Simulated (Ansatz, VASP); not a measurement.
# Two plane-wave programs on Te

```xyz
1
Lattice="-1.9988 1.9988 1.9988 1.9988 -1.9988 1.9988 1.9988 1.9988 -1.9988" Properties=species:S:1:pos:R:3 pbc="T T T"
Te    0.0000    0.0000    0.0000
```

Alike in both runs: task single point; functional PBE; k mesh 13 × 13 × 13; occupations fermi-dirac, width 0.1 eV; no spin polarisation.

```csv
,VASP,Ansatz
version,VASP 6.6.1,Ansatz 0.2.0
potentials or method,"VASP PAW PBE potentials, release 64 (Te), cutoff 520 eV","plane waves (420 eV) with PAW, scalar-relativistic"
valence electrons in the cell,6,16
```

```csv
,VASP,Ansatz,Ansatz less VASP
pressure (GPa),-4.8,-4.7,+0.08
```

VASP's potentials hold 6 valence electrons a cell and Ansatz's 16, so a difference there can come from the potentials and not from the codes.

Spin-orbit coupling is off throughout.
